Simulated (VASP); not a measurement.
**HC2: single point with PBEsol**

The system is HC2, a slab with vacuum.

```xyz
30
Lattice="5.0487 0.0000 0.0000 0.0000 5.0487 0.0000 0.0000 0.0000 15.1647" Properties=species:S:1:pos:R:3 pbc="T T T"
H     2.1598    0.0000    1.0000
H     0.3646    0.0000    1.0000
H     4.6842    0.0000    1.0000
H     2.8890    0.0000    1.0000
H     2.1598    2.5244    1.0000
H     0.3646    2.5244    1.0000
H     4.6842    2.5244    1.0000
H     2.8890    2.5244    1.0000
H     1.2213    2.3968    6.1213
H     1.2128    0.1735    6.1602
C     1.2622    0.0000    1.6347
C     3.7866    0.0000    1.6347
C     1.2622    2.5244    1.6347
C     3.7866    2.5244    1.6347
C     1.2622    1.2622    2.5272
C     3.7866    1.2622    2.5272
C     1.2622    3.7866    2.5272
C     3.7866    3.7866    2.5272
C     0.0171    1.2750    3.3526
C     2.5032    1.2160    3.3305
C    -0.0273    3.8138    3.4990
C     2.5467    3.7249    3.4731
C     0.0120    0.0958    4.2844
C     2.5266    0.0560    4.2878
C     0.0055    2.4406    4.3126
C     2.4779    2.3750    4.2600
C     1.2207    0.4420    5.1118
C     3.7871    0.5389    4.9498
C     1.2387    2.0557    5.0783
C     3.7516    1.9467    4.9570
```

| Quantity | Value |
| --- | --- |
| Program | VASP 6.6.1 |
| Task | single point |
| Functional | PBEsol |
| Potentials or basis | VASP PAW PBE potentials, release 64 (H, C) |
| Cutoff | 520 eV |
| k mesh | 2 × 2 × 1 |
| Occupations | fermi-dirac, width 0.05 eV |
| Spin | no spin polarisation |
| Dipole correction | no |
| Further INCAR settings | LREAL = Auto; ALGO = Normal; EDIFF = 1e-06; NBANDS = 66 |

```yaml
Largest_force: 8.963 eV/Å
Band_gap_on_the_k_mesh: 0.88 eV, direct
```

Forces in eV/Å, atoms in the order of the input:
```
H   -8.957 -0.027  0.034
H    8.962 -0.104  0.017
H   -8.925 -0.096  0.054
H    8.935 -0.019  0.048
H   -8.950  0.085  0.034
H    8.961 -0.002  0.027
H   -8.941 -0.011  0.037
H    8.932  0.076  0.060
H    0.292  0.435  0.003
H    0.016 -0.778  0.387
C   -0.106 -0.188  1.110
C    0.001 -0.068  1.204
C   -0.105  0.171  1.160
C    0.135  0.061  1.197
C   -0.239 -0.289 -4.209
C    0.112 -0.180 -3.319
C   -0.053 -0.186  0.356
C    0.016 -0.324  0.240
C   -0.108 -0.108 -2.122
C   -0.147  0.353 -1.513
C    1.104 -1.030 -0.692
C   -1.215  1.347 -0.124
C   -0.579 -0.697  1.125
C   -0.840 -0.955  1.276
C   -1.076  0.647  0.236
C    1.017  1.490  1.537
C    1.444  0.531 -0.420
C   -0.385  1.023  0.656
C    0.096 -0.292  1.108
C    0.603 -0.862  0.490
```

Levels at points of the mesh, in eV from the valence-band top:
```csv
k point,band 41,band 42,band 43,band 44,band 45,band 46,band 47,band 48,band 49,band 50
"(0.00, 0.00, 0.00)",-2.79,-2.62,-1.37,-0.50,-0.06,1.21,2.17,2.93,3.84,3.95
"(0.50, 0.00, 0.00)",-2.60,-2.56,-2.39,-2.08,-1.16,1.42,3.43,3.44,3.85,4.32
"(0.00, 0.50, 0.00)",-3.41,-2.44,-1.21,-0.25,0.00,0.88,3.14,3.17,3.78,3.84
"(0.50, 0.50, 0.00)",-3.14,-3.02,-2.95,-2.34,-0.91,1.23,4.11,4.15,4.22,4.22
```

Wall time 120 s on 1 thread of Intel(R) Xeon(R) 6975P-C (Granite Rapids), on a shared host, peak memory 0.43 GiB.

Caveat: the k points lie up to 0.62 Å⁻¹ apart; the PAW data sets were made with another functional, which shifts forces and pressure a little.
